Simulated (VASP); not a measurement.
# Hg (Fm-3m) in VASP: further runs, part 2 of 2

VASP 6.6.1. The steps go on from the part before.

**4. Single point, RPBE (volume scaled by 1.04)**

File INCAR:

```
SYSTEM = Hg
ALGO = Normal ; EDIFF = 1E-6
ENCUT = 520 ; GGA = RP
ISIF = 2 ; ISMEAR = -1
LASPH = .TRUE. ; LCHARG = .FALSE.
LREAL = .FALSE. ; LWAVE = .FALSE.
NBANDS = 12 ; NELM = 60
PREC = Accurate ; SIGMA = 0.1
```

File KPOINTS:

```
k-points
0
G
  9 9 9
  0 0 0
```

File POSCAR:

```
Hg
1.0
    0.0000000000      3.6987711439      3.6987711439
    3.6987711439      0.0000000000      3.6987711439
    3.6987711439      3.6987711439      0.0000000000
Hg
1
Direct
    0.0000000000      0.0000000000      0.0000000000
```

Potentials or basis: VASP PAW PBE potentials, release 64 (Hg).

On the command line:

```
cat potpaw_PBE.64/Hg/POTCAR > POTCAR
mpirun -np 1 vasp_std > vasp.out
```

OUTCAR:

```text
SYSTEM = Hg
   EDIFF = 1E-6
   ENCUT = 520
   GGA = RP
   ISIF = 2
   ISMEAR = -1
   LASPH = .TRUE.
   LREAL = .FALSE.
   NELM = 60
   PREC = Accurate

 ion  position               nearest neighbor table
   1  0.000  0.000  0.000-

  LATTYP: Found a face centered cubic cell.
 ALAT       =     7.3975422878

  Lattice vectors:

 A1 = (   0.0000000000,   3.6987711439,   3.6987711439)
 A2 = (   3.6987711439,   0.0000000000,   3.6987711439)
 A3 = (   3.6987711439,   3.6987711439,   0.0000000000)

Analysis of symmetry for initial positions (statically):
=====================================================================
 Subroutine PRICEL returns:
 Original cell was already a primitive cell.

 Routine SETGRP: Setting up the symmetry group for a
 face centered cubic supercell.

 Subroutine GETGRP returns: Found 48 space group operations
 (whereof 48 operations were pure point group operations)
 out of a pool of 48 trial point group operations.

The static configuration has the point symmetry O_h .

Analysis of symmetry for dynamics (positions and initial velocities):
=====================================================================
 Subroutine PRICEL returns:
 Original cell was already a primitive cell.

 Routine SETGRP: Setting up the symmetry group for a
 face centered cubic supercell.

 Subroutine GETGRP returns: Found 48 space group operations
 (whereof 48 operations were pure point group operations)
 out of a pool of 48 trial point group operations.

The dynamic configuration has the point symmetry O_h .

 Subroutine INISYM returns: Found 48 space group operations
 (whereof 48 operations are pure point group operations),
 and found     1 'primitive' translations

----------------------------------------------------------------------------------------

                                     Primitive cell

  volume of cell :     101.2051

  direct lattice vectors                    reciprocal lattice vectors
     0.000000000  3.698771144  3.698771144    -0.135180032  0.135180032  0.135180032
     3.698771144  0.000000000  3.698771144     0.135180032 -0.135180032  0.135180032
     3.698771144  3.698771144  0.000000000     0.135180032  0.135180032 -0.135180032

  length of vectors
     5.230852316  5.230852316  5.230852316     0.234138683  0.234138683  0.234138683

  position of ions in fractional coordinates (direct lattice)
     0.000000000  0.000000000  0.000000000

  ion indices of the primitive-cell ions
   primitive index   ion index
                 1           1

----------------------------------------------------------------------------------------

 KPOINTS: k-points

Automatic generation of k-mesh.
 Grid dimensions read from file:
 generate k-points for:    9    9    9

 Generating k-lattice:

  Cartesian coordinates                     Fractional coordinates (reciprocal lattice)
    -0.015020004  0.015020004  0.015020004     0.111111111  0.000000000  0.000000000
     0.015020004 -0.015020004  0.015020004     0.000000000  0.111111111  0.000000000
     0.015020004  0.015020004 -0.015020004     0.000000000  0.000000000  0.111111111

  Length of vectors
     0.026015409  0.026015409  0.026015409

  Shift w.r.t. Gamma in fractional coordinates (k-lattice)
     0.000000000  0.000000000  0.000000000

 Subroutine IBZKPT returns following result:
 ===========================================

 Found     35 irreducible k-points:

 Following reciprocal coordinates:
            Coordinates               Weight
  0.000000  0.000000  0.000000      1.000000
  0.111111  0.000000  0.000000      8.000000
  0.222222  0.000000  0.000000      8.000000
  0.333333  0.000000  0.000000      8.000000
  0.444444  0.000000  0.000000      8.000000
  0.111111  0.111111  0.000000      6.000000
[... 16 lines left out ...]
 -0.333333  0.333333  0.000000     12.000000
  0.444444  0.444444  0.000000      6.000000
 [... further k-points ...]
   k-points           NKPTS =     35   k-points in BZ     NKDIM =     35   number of bands    NBANDS=     12
   number of dos      NEDOS =    301   number of ions     NIONS =      1
   total plane-waves  NPLWV =  64000
   dimension x,y,z NGX =    40 NGY =   40 NGZ =   40
   dimension x,y,z NGXF=    80 NGYF=   80 NGZF=   80
   ions per type =               1
   NGX,Y,Z   is equivalent  to a cutoff of  12.71, 12.71, 12.71 a.u.
   NGXF,Y,Z  is equivalent  to a cutoff of  25.43, 25.43, 25.43 a.u.
 SYSTEM =  Hg
   PREC   = accura    normal or accurate (medium, high low for compatibility)
   ISTART =      0    job   : 0-new  1-cont  2-samecut
   ICHARG =      2    charge: 1-file 2-atom 10-const
   ISPIN  =      1    spin polarized calculation?
   LNONCOLLINEAR =      F non collinear calculations
   LSORBIT =      F    spin-orbit coupling
   LASPH  =      T    aspherical Exc in radial PAW
   ENCUT  =  520.0 eV  38.22 Ry    6.18 a.u.   9.73  9.73  9.73*2*pi/ulx,y,z
   NELM   =     60;   NELMIN=  2; NELMDL= -5     # of ELM steps
   EDIFF  = 0.1E-05   stopping-criterion for ELM
   LREAL  =      F    real-space projection
   EDIFFG = 0.1E-04   stopping-criterion for IOM
   NSW    =      0    number of steps for IOM
   IBRION =     -1    ionic relax: 0-MD 1-quasi-New 2-CG
   NFREE  =      0    steps in history (QN), initial steepest desc. (CG)
   ISIF   =      2    stress and relaxation
   ISYM   =      2    0-nonsym 1-usesym 2-fastsym
   POTIM  = 0.5000    time-step for ionic-motion
   TEBEG  =    0.0;   TEEND  =   0.0 temperature during run
   PSTRESS=    0.0 pullay stress
   NELECT =      12.0000    total number of electrons
   NUPDOWN=      -1.0000    fix difference up-down
   EMIN   =  10.00;   EMAX   =-10.00  energy-range for DOS
   EFERMI =   0.00;   METHOD = LEGACY
   ISMEAR =    -1;   SIGMA  =   0.10  broadening in eV -4-tet -1-fermi 0-gaus
   EFERMI_NEDOS =   21; number of points for ismear=-14 and -15
   IALGO  =     38    algorithm
   IMIX   =      4    mixing-type and parameters
     AMIX     =   0.40;   BMIX     =  1.00
     AMIX_MAG =   1.60;   BMIX_MAG =  1.00
  volume/ion in A,a.u.               =     101.21       682.97
  Fermi-wavevector in a.u.,A,eV,Ry     =   0.804269  1.519847  8.800901  0.646848
  Thomas-Fermi vector in A             =   1.912293
   LORBIT       =      0    0 simple, 1 ext, 2 COOP (PROOUT), +10 PAW based schemes
   GGA     = RP    functional components
   LHFCALC =     F    Hartree Fock is set to
   AEXX    =    0.0000 exact exchange contribution
   IVDW    =     0    specifies the selected vdW correction
   LEPSILON=     F    determine dielectric tensor
   LRPA    =     F    only Hartree local field effects (RPA)
 non-spin polarized calculation
  energy-cutoff  :      520.00
  volume of cell :      101.21
 maximum number of plane-waves:      2746
   NGX = 19   NGY = 19   NGZ = 19

 number of electron      11.9999999 magnetization

 Free energy of the ion-electron system (eV)
  ---------------------------------------------------
  ext. energy  EPLUGINS =         0.00000000
  ---------------------------------------------------
  free energy    TOTEN  =        -0.03537723 eV

  energy without entropy =       -0.03537723  energy(sigma->0) =       -0.03537723

 E-fermi :  -2.7251     XC(G=0):  -4.5203

 val. band max:       -4.9063785037   @ k =  -0.4444   0.4444   0.0000
 cond. band min:      -0.6482648896   @ k =   0.4444   0.0000   0.0000
 fundamental gap:      4.2581136141
 Fermi energy:        -2.7251385645

 k-point     1 :       0.0000    0.0000    0.0000
  band No.  band energies     occupation
      1      -8.2436      2.00000
      2      -8.2436      2.00000
      3      -8.2436      2.00000
      4      -8.2289      2.00000
      5      -8.2289      2.00000
      6      -5.7556      2.00000
      7       2.8433      0.00000
      8       2.8433      0.00000
      9       2.8433      0.00000
     10       3.3228      0.00000
     11       6.6938      0.00000
     12       6.6938      0.00000
[... 331 lines left out ...]
 k-point    24 :       0.4444    0.4444    0.0000
  band No.  band energies     occupation
      1      -8.2591      2.00000
      2      -8.2484      2.00000
      3      -8.2154      2.00000
      4      -8.2105      2.00000
      5      -8.2105      2.00000
      6      -4.9409      2.00000
      7      -0.3113      0.00000
      8       1.4555      0.00000
      9       1.4555      0.00000
     10       3.3008      0.00000
     11       4.3124      0.00000
     12       9.5409      0.00000

 [... further k-points ...]

------------------------ aborting loop because EDIFF is reached ----------------------------------------

  FORCE on cell =-STRESS in cart. coord.  units (eV):
  Direction    XX          YY          ZZ          XY          YZ          ZX
  --------------------------------------------------------------------------------------
  -------------------------------------------------------------------------------------
  Total       -0.0047047     -0.0047047     -0.0047047     -0.0000000     -0.0000000      0.0000000
  in kB       -0.0744797     -0.0744797     -0.0744797     -0.0000000     -0.0000000      0.0000000
  external PRESSURE =      -0.0744797 kB  Pullay stress =       0.0000000 kB

 VOLUME and BASIS-vectors are now :
 -----------------------------------------------------------------------------
  energy-cutoff  :      520.00
  volume of cell :      101.21
      direct lattice vectors                 reciprocal lattice vectors
     0.000000000  3.698771144  3.698771144    -0.135180032  0.135180032  0.135180032
     3.698771144  0.000000000  3.698771144     0.135180032 -0.135180032  0.135180032
     3.698771144  3.698771144  0.000000000     0.135180032  0.135180032 -0.135180032

 POSITION                                       TOTAL-FORCE (eV/Angst)
 -----------------------------------------------------------------------------------
      0.00000      0.00000      0.00000         0.000000      0.000000      0.000000
 -----------------------------------------------------------------------------------
    total drift:                               -0.000000     -0.000000     -0.000000

  FREE ENERGIE OF THE ION-ELECTRON SYSTEM (eV)
  ---------------------------------------------------
  free  energy   TOTEN  =        -0.0353772317 eV

  energy  without entropy=       -0.0353772310  energy(sigma->0) =       -0.03537723
```

Wall time 33 s (1 thread of Intel Xeon Platinum 8375C at 2.90GHz (Ice Lake), shared host); peak memory 0.24 GiB.

What came out:

| Quantity | Value |
| --- | --- |
| Free energy | -0.0354 eV |
| Pressure | 0.0 GPa |
| Band gap on the k mesh | 4.26 eV, indirect (least direct gap 4.47 eV) |

Caveat: the PAW data sets were made with another functional, which shifts forces and pressure a little; spin-orbit coupling is left out, which moves the levels of the heavy elements.

**5. Single point, RPBE (volume scaled by 1.08)**

File INCAR:

```
SYSTEM = Hg
PREC = Accurate
ENCUT = 520
EDIFF = 1E-6
ISMEAR = -1
SIGMA = 0.1
LREAL = .FALSE.
LASPH = .TRUE.
NELM = 60
ALGO = Normal
ISIF = 2
LWAVE = .FALSE.
LCHARG = .FALSE.
GGA = RP
NBANDS = 12
```

File KPOINTS:

```
Automatic mesh
0
G
  9 9 9
  0 0 0
```

File POSCAR:

```
Hg
1.0
    0.0000000000      3.7455960027      3.7455960027
    3.7455960027      0.0000000000      3.7455960027
    3.7455960027      3.7455960027      0.0000000000
Hg
1
Direct
    0.0000000000      0.0000000000      0.0000000000
```

On the command line:

```
cat potpaw_PBE.64/Hg/POTCAR > POTCAR
mpirun -np 1 vasp_std > vasp.out
```

Run time: 37 s. Hardware: 1 thread of Intel Xeon Platinum 8375C at 2.90GHz (Ice Lake), shared host; peak memory 0.25 GiB.

The run converged. Its results:

```yaml
Free_energy: -0.0357 eV
Pressure: 0.0 GPa
Band_gap_on_the_k_mesh: 4.30 eV, indirect (least direct gap 4.49 eV)
```

Levels at points of the mesh, in eV from the valence-band top:
```tsv
k point	band 3	band 4	band 5	band 6	band 7	band 8	band 9	band 10
(0.00, 0.00, 0.00)	-3.32	-3.30	-3.30	-0.79	7.66	7.66	7.66	8.05
```

Caveat: the PAW data sets were made with another functional, which shifts forces and pressure a little; spin-orbit coupling is left out, which moves the levels of the heavy elements. A k mesh can miss the band edges.

**6. Single point, RPBE (volume scaled by 1.12)**

File INCAR:

```
SYSTEM = Hg
PREC = Accurate ; ENCUT = 520
EDIFF = 1E-6 ; ISMEAR = -1
SIGMA = 0.1 ; LREAL = .FALSE.
LASPH = .TRUE. ; NELM = 80
ALGO = Normal ; ISIF = 2
LWAVE = .FALSE. ; LCHARG = .FALSE.
GGA = RP ; NBANDS = 12
```

KPOINTS is that of step 5.

File POSCAR:

```
Hg
1.0
    0.0000000000      3.7912785050      3.7912785050
    3.7912785050      0.0000000000      3.7912785050
    3.7912785050      3.7912785050      0.0000000000
Hg
1
Direct
    0.0000000000      0.0000000000      0.0000000000
```

Potentials or basis: VASP PAW PBE potentials, release 64 (Hg).

On the command line:

```
cat potpaw_PBE.64/Hg/POTCAR > POTCAR
mpirun -np 1 vasp_std > vasp.out
```

OUTCAR:

```text
SYSTEM = Hg
   PREC = Accurate
   ENCUT = 520
   EDIFF = 1E-6
   ISMEAR = -1
   LREAL = .FALSE.
   LASPH = .TRUE.
   NELM = 80
   ISIF = 2
   GGA = RP

 ion  position               nearest neighbor table
   1  0.000  0.000  0.000-

  LATTYP: Found a face centered cubic cell.
 ALAT       =     7.5825570100

  Lattice vectors:

 A1 = (   0.0000000000,   3.7912785050,   3.7912785050)
 A2 = (   3.7912785050,   0.0000000000,   3.7912785050)
 A3 = (   3.7912785050,   3.7912785050,   0.0000000000)

Analysis of symmetry for initial positions (statically):
=====================================================================
 Subroutine PRICEL returns:
 Original cell was already a primitive cell.

 Routine SETGRP: Setting up the symmetry group for a
 face centered cubic supercell.

 Subroutine GETGRP returns: Found 48 space group operations
 (whereof 48 operations were pure point group operations)
 out of a pool of 48 trial point group operations.

The static configuration has the point symmetry O_h .

Analysis of symmetry for dynamics (positions and initial velocities):
[... 165 lines left out ...]
      1      -8.3579      2.00000
      2      -8.3579      2.00000
      3      -8.3579      2.00000
      4      -8.3463      2.00000
      5      -8.3463      2.00000
      6      -5.7871      2.00000
      7       2.5162      0.00000
      8       2.5162      0.00000
      9       2.5162      0.00000
     10       2.8355      0.00000
     11       6.2532      0.00000
     12       6.2532      0.00000
[... 331 lines left out ...]
 k-point    24 :       0.4444    0.4444    0.0000
  band No.  band energies     occupation
      1      -8.3701      2.00000
      2      -8.3613      2.00000
      3      -8.3355      2.00000
      4      -8.3315      2.00000
      5      -8.3315      2.00000
      6      -5.0863      2.00000
      7      -0.4105      0.00000
      8       1.2427      0.00000
      9       1.2427      0.00000
     10       2.9930      0.00000
     11       3.9908      0.00000
     12       8.8141      0.00000

 [... further k-points ...]

------------------------ aborting loop because EDIFF is reached ----------------------------------------

  FORCE on cell =-STRESS in cart. coord.  units (eV):
  Direction    XX          YY          ZZ          XY          YZ          ZX
  --------------------------------------------------------------------------------------
  -------------------------------------------------------------------------------------
  Total       -0.0175596     -0.0175596     -0.0175596     -0.0000000      0.0000000     -0.0000000
  in kB       -0.2581305     -0.2581305     -0.2581305     -0.0000000      0.0000000     -0.0000000
  external PRESSURE =      -0.2581305 kB  Pullay stress =       0.0000000 kB

 VOLUME and BASIS-vectors are now :
 -----------------------------------------------------------------------------
  energy-cutoff  :      520.00
  volume of cell :      108.99
      direct lattice vectors                 reciprocal lattice vectors
     0.000000000  3.791278505  3.791278505    -0.131881633  0.131881633  0.131881633
     3.791278505  0.000000000  3.791278505     0.131881633 -0.131881633  0.131881633
     3.791278505  3.791278505  0.000000000     0.131881633  0.131881633 -0.131881633

 POSITION                                       TOTAL-FORCE (eV/Angst)
 -----------------------------------------------------------------------------------
      0.00000      0.00000      0.00000         0.000000      0.000000      0.000000
 -----------------------------------------------------------------------------------
    total drift:                               -0.000000     -0.000000     -0.000000

  FREE ENERGIE OF THE ION-ELECTRON SYSTEM (eV)
  ---------------------------------------------------
  free  energy   TOTEN  =        -0.0357172553 eV

  energy  without entropy=       -0.0357172547  energy(sigma->0) =       -0.03571725
```

stdout:

```text
POSCAR found type information on POSCAR Hg
 POSCAR found :  1 types and       1 ions
 scaLAPACK will be used
 -----------------------------------------------------------------------------
|                                                                             |
|                                                                             |
|     You enforced a specific xc type in the INCAR file but a different       |
|     I HOPE YOU KNOW WHAT YOU ARE DOING!                                     |
|                                                                             |
 -----------------------------------------------------------------------------

 LDA part: xc-table for (Slater+PW92), standard interpolation
 POSCAR, INCAR and KPOINTS ok, starting setup
 FFT: planning ... GRIDC
 FFT: planning ... GRID_SOFT
 FFT: planning ... GRID
 WAVECAR not read
 entering main loop
```

Wall time 29 s (1 thread of Intel Xeon Platinum 8375C at 2.90GHz (Ice Lake), shared host); peak memory 0.25 GiB.

What came out:

* Free energy: -0.0357 eV
* Pressure: 0.0 GPa
* Band gap on the k mesh: 4.33 eV, indirect (least direct gap 4.51 eV)

Caveat: the PAW data sets were made with another functional, which shifts forces and pressure a little; spin-orbit coupling is left out, which moves the levels of the heavy elements. A k mesh can miss the band edges.

**7. Summary**

```csv
cell,gap on the mesh (eV),pressure (GPa)
"a = 5.093 Å, angles 60.0°, 1 atom",4.17,0.0
"a = 5.163 Å, angles 60.0°, 1 atom",4.22,0.0
"a = 5.231 Å, angles 60.0°, 1 atom",4.26,0.0
"a = 5.297 Å, angles 60.0°, 1 atom",4.30,0.0
"a = 5.362 Å, angles 60.0°, 1 atom",4.33,0.0
```

Alike in all rows: task single point; level RPBE; potentials or basis VASP PAW PBE potentials, release 64 (Hg); no spin polarisation; k mesh 9 × 9 × 9; cutoff (eV) 520; smearing fermi-dirac 0.1 eV.

Caveats: the PAW data sets were made with another functional, which shifts forces and pressure a little; spin-orbit coupling is left out, which moves the levels of the heavy elements.

Absolute energies hang on the potentials; compare differences alone.
